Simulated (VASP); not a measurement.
# GaP (I-4m2) in VASP: further runs

GaP is run at these levels: HSE06; tasks: single point.

Program: VASP 6.6.1. These are calculated values, not measurements. Logs are shortened: lines on timing, memory, paths and dates and some standing lists are left out, and cuts for length are marked.

## (1) The cell of the first run

It takes space group I-4m2 (No. 119, tetragonal). The conventional cell has a = 3.854 Å, b = 3.854 Å, c = 5.505 Å, α = 90.00°, β = 90.00°, γ = 90.00°. Ga (site symmetry -4m2) has 4 P at 2.37 Å within 3.1 Å. Within 3.1 Å of P (site symmetry -4m2) lie 4 Ga at 2.37 Å.

## (2) Single point, HSE06 (uniaxial z strain +1.0%)

POSCAR reads:

```
GaP
1.0
    0.0000000000      2.7253992874      2.7526532803
    2.7253992874      0.0000000000      2.7526532803
    2.7253992874      2.7253992874      0.0000000000
Ga P
1 1
Direct
    0.0000000000      0.0000000000      0.0000000000
    0.2500000000      0.2500000000      0.2500000000
```

INCAR.step1 reads:

```
PREC = Accurate ; ENCUT = 520
EDIFF = 1E-5 ; ISMEAR = 0
SIGMA = 0.01 ; LREAL = F
LASPH = T ; NELM = 100
ALGO = Normal ; ISIF = 2
LWAVE = T ; LCHARG = F
GGA = PE ; NBANDS = 16
```

INCAR.step2 reads:

```
PREC = Accurate ; ENCUT = 520
EDIFF = 1E-6 ; ISMEAR = 0
SIGMA = 0.01 ; LREAL = F
LASPH = T ; NELM = 100
ALGO = Normal ; ISIF = 2
LWAVE = F ; LCHARG = F
GGA = PE ; LHFCALC = T
HFSCREEN = 0.2079 ; PRECFOCK = Normal
ISTART = 1 ; NBANDS = 16
```

KPOINTS reads:

```
Automatic mesh
0
Gamma
  6 6 6
```

Potentials or basis: VASP PAW PBE potentials, release 64 (Ga_d, P).

Command:

```sh
$ cat potpaw_PBE.64/Ga_d/POTCAR potpaw_PBE.64/P/POTCAR > POTCAR
$ cp INCAR.step1 INCAR
$ mpirun -np 1 vasp_std > vasp.out
$ cp INCAR.step2 INCAR
$ mpirun -np 1 vasp_std > vasp.out
```

OUTCAR:

```text
PREC = Accurate
   ENCUT = 520
   EDIFF = 1E-6
   ISMEAR = 0
   LREAL = F
   LASPH = T
   NELM = 100
   ISIF = 2
   GGA = PE
   LHFCALC = T
   HFSCREEN = 0.2079
   PRECFOCK = Normal
   ISTART = 1

 ion  position               nearest neighbor table
   1  0.000  0.000  0.000-   2 2.37   2 2.37   2 2.37   2 2.37
   2  0.250  0.250  0.250-   1 2.37   1 2.37   1 2.37   1 2.37

  LATTYP: Found a body centered tetragonal cell.
 ALAT       =     3.8542966351
 C/A-ratio  =     1.4283556980

  Lattice vectors:

 A1 = (  -2.7253992874,   0.0000000000,   2.7526532803)
 A2 = (   2.7253992874,   0.0000000000,   2.7526532803)
 A3 = (   0.0000000000,   2.7253992874,  -2.7526532803)

Analysis of symmetry for initial positions (statically):
=====================================================================
 Subroutine PRICEL returns:
 Original cell was already a primitive cell.

 Routine SETGRP: Setting up the symmetry group for a
 body centered tetragonal supercell.

 Subroutine GETGRP returns: Found  8 space group operations
 (whereof  8 operations were pure point group operations)
 out of a pool of 16 trial point group operations.

The static configuration has the point symmetry D_2d.

Analysis of symmetry for dynamics (positions and initial velocities):
=====================================================================
 Subroutine PRICEL returns:
 Original cell was already a primitive cell.

 Routine SETGRP: Setting up the symmetry group for a
 body centered tetragonal supercell.

 Subroutine GETGRP returns: Found  8 space group operations
 (whereof  8 operations were pure point group operations)
 out of a pool of 16 trial point group operations.

The dynamic configuration has the point symmetry D_2d.

 Subroutine INISYM returns: Found  8 space group operations
 (whereof  8 operations are pure point group operations),
 and found     1 'primitive' translations

----------------------------------------------------------------------------------------

                                     Primitive cell

  volume of cell :      40.8923

  direct lattice vectors                    reciprocal lattice vectors
     0.000000000  2.725399287  2.752653280    -0.183459357  0.183459357  0.181642927
     2.725399287  0.000000000  2.752653280     0.183459357 -0.183459357  0.181642927
     2.725399287  2.725399287  0.000000000     0.183459357  0.183459357 -0.181642927

  length of vectors
     3.873616057  3.873616057  3.854296635     0.316715684  0.316715684  0.316715684

  position of ions in fractional coordinates (direct lattice)
     0.000000000  0.000000000  0.000000000
     0.250000000  0.250000000  0.250000000

  ion indices of the primitive-cell ions
   primitive index   ion index
                 1           1
                 2           2

----------------------------------------------------------------------------------------

 KPOINTS: Automatic mesh

Automatic generation of k-mesh.
 Grid dimensions read from file:
 generate k-points for:    6    6    6

 Generating k-lattice:

  Cartesian coordinates                     Fractional coordinates (reciprocal lattice)
    -0.030576559  0.030576559  0.030273821     0.166666667 -0.000000000  0.000000000
     0.030576559 -0.030576559  0.030273821    -0.000000000  0.166666667  0.000000000
     0.030576559  0.030576559 -0.030273821     0.000000000  0.000000000  0.166666667

  Length of vectors
     0.052785947  0.052785947  0.052785947

  Shift w.r.t. Gamma in fractional coordinates (k-lattice)
     0.000000000  0.000000000  0.000000000

 Subroutine IBZKPT returns following result:
 ===========================================

 Found     30 irreducible k-points:

 Following reciprocal coordinates:
            Coordinates               Weight
  0.000000  0.000000  0.000000      1.000000
  0.166667  0.000000  0.000000      8.000000
  0.333333 -0.000000  0.000000      8.000000
  0.500000 -0.000000  0.000000      4.000000
  0.166667  0.166667  0.000000      2.000000
  0.333333  0.166667  0.000000      8.000000
[... 16 lines left out ...]
  0.333333  0.000000  0.333333      4.000000
  0.500000  0.000000  0.333333     16.000000
 [... further k-points ...]
   k-points           NKPTS =     30   k-points in BZ     NKDIM =    216   number of bands    NBANDS=     16
   number of dos      NEDOS =    301   number of ions     NIONS =      2
   total plane-waves  NPLWV =  27000
   dimension x,y,z NGX =    30 NGY =   30 NGZ =   30
   dimension x,y,z NGXF=    60 NGYF=   60 NGZF=   60
   ions per type =               1   1
   NGX,Y,Z   is equivalent  to a cutoff of  12.88, 12.88, 12.94 a.u.
   NGXF,Y,Z  is equivalent  to a cutoff of  25.75, 25.75, 25.88 a.u.
 SYSTEM =  unknown system
   PREC   = accura    normal or accurate (medium, high low for compatibility)
   ISTART =      1    job   : 0-new  1-cont  2-samecut
   ICHARG =      0    charge: 1-file 2-atom 10-const
   ISPIN  =      1    spin polarized calculation?
   LNONCOLLINEAR =      F non collinear calculations
   LSORBIT =      F    spin-orbit coupling
   LASPH  =      T    aspherical Exc in radial PAW
   ENCUT  =  520.0 eV  38.22 Ry    6.18 a.u.   7.20  7.20  7.17*2*pi/ulx,y,z
   NELM   =    100;   NELMIN=  2; NELMDL=  0     # of ELM steps
   EDIFF  = 0.1E-05   stopping-criterion for ELM
   LREAL  =      F    real-space projection
   EDIFFG = 0.1E-04   stopping-criterion for IOM
   NSW    =      0    number of steps for IOM
   IBRION =     -1    ionic relax: 0-MD 1-quasi-New 2-CG
   NFREE  =      0    steps in history (QN), initial steepest desc. (CG)
   ISIF   =      2    stress and relaxation
   ISYM   =      3    0-nonsym 1-usesym 2-fastsym
   POTIM  = 0.5000    time-step for ionic-motion
   TEBEG  =    0.0;   TEEND  =   0.0 temperature during run
   PSTRESS=    0.0 pullay stress
   NELECT =      18.0000    total number of electrons
   NUPDOWN=      -1.0000    fix difference up-down
   EMIN   =  10.00;   EMAX   =-10.00  energy-range for DOS
   EFERMI =   0.00;   METHOD = LEGACY
   ISMEAR =     0;   SIGMA  =   0.01  broadening in eV -4-tet -1-fermi 0-gaus
   EFERMI_NEDOS =   21; number of points for ismear=-14 and -15
   IALGO  =     38    algorithm
   IMIX   =      1    mixing-type and parameters
     AMIX     =   0.40;   BMIX     =  1.00
     AMIX_MAG =   1.60;   BMIX_MAG =  1.00
  volume/ion in A,a.u.               =      20.45       137.98
  Fermi-wavevector in a.u.,A,eV,Ry     =   1.245332  2.353336 21.100612  1.550851
  Thomas-Fermi vector in A             =   2.379559
   LORBIT       =      0    0 simple, 1 ext, 2 COOP (PROOUT), +10 PAW based schemes
   GGA     = PE    functional components
   LHFCALC =     T    Hartree Fock is set to
   PRECFOCK=normal    Normal, Fast or Accurate (Low or Medium for compatibility)
   ENCUT4O =  -1.0   cutoff for four orbital integrals eV
   NKREDX  =     1    reduce k-point grid by
   NKREDY  =     1    reduce k-point grid by
   NKREDZ  =     1    reduce k-point grid by
   AEXX    =    0.2500 exact exchange contribution
   HFSCREEN=    0.2079 screening length (either q_TF or 0.3 A-1)
   HFSCREENC=   0.2079 screening length for correlation (either q_TF or 0.3 A-1)
   ENCUTFOCK=  -1.0 apply spherical cutoff to Coloumb kernel
   IVDW    =     0    specifies the selected vdW correction
   LEPSILON=     F    determine dielectric tensor
   LRPA    =     F    only Hartree local field effects (RPA)
 non-spin polarized calculation
 Gauss-broadening in eV      SIGMA  =   0.01
  energy-cutoff  :      520.00
  volume of cell :       40.89
 maximum number of plane-waves:      1119
 NGX is ok and might be reduce to    30
  NGX = 24; NGY = 24; NGZ = 24

 number of electron      17.9999992 magnetization

 Free energy of the ion-electron system (eV)
  ---------------------------------------------------
  ext. energy  EPLUGINS =         0.00000000
  ---------------------------------------------------
  free energy    TOTEN  =       -10.77958960 eV

  energy without entropy =      -10.77958960  energy(sigma->0) =      -10.77958960

 E-fermi :   4.2314     XC(G=0):  -8.1206

 val. band max:        4.1341659943   @ k =   0.0000   0.0000   0.0000
 cond. band min:       6.4041127197   @ k =   0.5000   0.0000   0.5000
 fundamental gap:      2.2699467254
 Fermi energy:         4.2313610153

 k-point     1 :       0.0000    0.0000    0.0000
  band No.  band energies     occupation
      1     -12.9303      2.00000
      2     -12.9273      2.00000
      3     -12.9273      2.00000
      4     -12.8313      2.00000
      5     -12.8292      2.00000
      6      -9.5856      2.00000
[... 8 lines left out ...]
     15      14.9013      0.00000
     16      15.0944      0.00000

 k-point     2 :       0.1667    0.0000    0.0000
  band No.  band energies     occupation
      1     -12.9426      2.00000
      2     -12.9223      2.00000
      3     -12.9204      2.00000
      4     -12.8314      2.00000
      5     -12.8290      2.00000
      6      -9.2087      2.00000
[... 8 lines left out ...]
     15      14.1633      0.00000
     16      15.2176      0.00000

 k-point     3 :       0.3333   -0.0000    0.0000
  band No.  band energies     occupation
      1     -12.9699      2.00000
      2     -12.9107      2.00000
      3     -12.9089      2.00000
      4     -12.8292      2.00000
      5     -12.8261      2.00000
      6      -8.1997      2.00000
[... 8 lines left out ...]
     15      14.8440      0.00000
     16      14.9063      0.00000

 k-point     4 :       0.5000   -0.0000    0.0000
  band No.  band energies     occupation
      1     -12.9831      2.00000
      2     -12.9063      2.00000
      3     -12.9046      2.00000
      4     -12.8266      2.00000
      5     -12.8232      2.00000
      6      -7.3925      2.00000
[... 8 lines left out ...]
     15      17.0271      0.00000
     16      17.1176      0.00000
[... 324 lines left out ...]
 k-point    22 :      -0.3333    0.5000    0.1667
  band No.  band energies     occupation
      1     -13.0049      2.00000
      2     -12.8877      2.00000
      3     -12.8732      2.00000
      4     -12.8470      2.00000
      5     -12.8208      2.00000
      6      -6.3823      2.00000
[... 8 lines left out ...]
     15      17.3293      0.00000
     16      19.0838      0.00000

 k-point    23 :       0.3333    0.0000    0.3333
  band No.  band energies     occupation
      1     -12.9978      2.00000
      2     -12.8865      2.00000
      3     -12.8855      2.00000
      4     -12.8524      2.00000
      5     -12.8156      2.00000
      6      -7.6881      2.00000
[... 8 lines left out ...]
     15      16.7076      0.00000
     16      19.8015      0.00000

 k-point    24 :       0.5000    0.0000    0.3333
  band No.  band energies     occupation
      1     -13.0056      2.00000
      2     -12.8829      2.00000
      3     -12.8787      2.00000
      4     -12.8524      2.00000
      5     -12.8154      2.00000
      6      -6.7757      2.00000
[... 8 lines left out ...]
     15      17.3219      0.00000
     16      18.7559      0.00000

 [... further k-points ...]

------------------------ aborting loop because EDIFF is reached ----------------------------------------

  FORCE on cell =-STRESS in cart. coord.  units (eV):
  Direction    XX          YY          ZZ          XY          YZ          ZX
  --------------------------------------------------------------------------------------
  -------------------------------------------------------------------------------------
  Total       -0.0125304     -0.0125304     -0.2235415      0.0000000      0.0000000      0.0000000
  in kB       -0.4909472     -0.4909472     -8.7584439      0.0000000      0.0000000      0.0000000
  external PRESSURE =      -3.2467794 kB  Pullay stress =       0.0000000 kB

 VOLUME and BASIS-vectors are now :
 -----------------------------------------------------------------------------
  energy-cutoff  :      520.00
  volume of cell :       40.89
      direct lattice vectors                 reciprocal lattice vectors
     0.000000000  2.725399287  2.752653280    -0.183459357  0.183459357  0.181642927
     2.725399287  0.000000000  2.752653280     0.183459357 -0.183459357  0.181642927
     2.725399287  2.725399287  0.000000000     0.183459357  0.183459357 -0.181642927

 POSITION                                       TOTAL-FORCE (eV/Angst)
 -----------------------------------------------------------------------------------
      0.00000      0.00000      0.00000        -0.000000     -0.000000     -0.000000
      1.36270      1.36270      1.37633         0.000000      0.000000      0.000000
 -----------------------------------------------------------------------------------
    total drift:                               -0.000000      0.000001      0.000001

  FREE ENERGIE OF THE ION-ELECTRON SYSTEM (eV)
  ---------------------------------------------------
  free  energy   TOTEN  =       -10.7795896047 eV

  energy  without entropy=      -10.7795896047  energy(sigma->0) =      -10.77958960
```

Run time: 81 min. Hardware: 1 thread of Intel Xeon Platinum 8259CL at 2.50GHz (Skylake/Cascade Lake), shared host; peak memory 0.3 GiB.

Results:

- Free energy: -10.7796 eV
- Pressure: -0.3 GPa
- Band gap on the k mesh: 2.27 eV (least direct gap 2.68 eV)

Stress tensor (GPa, compression positive):
```
-0.05  0.00  0.00
 0.00 -0.05  0.00
 0.00  0.00 -0.88
```

Caveat: the cell differs from its parent crystal (uniaxial z strain +1.0%); the PAW data sets were made with another functional, which shifts forces and pressure a little.

(Continued in part 2 of 2.)
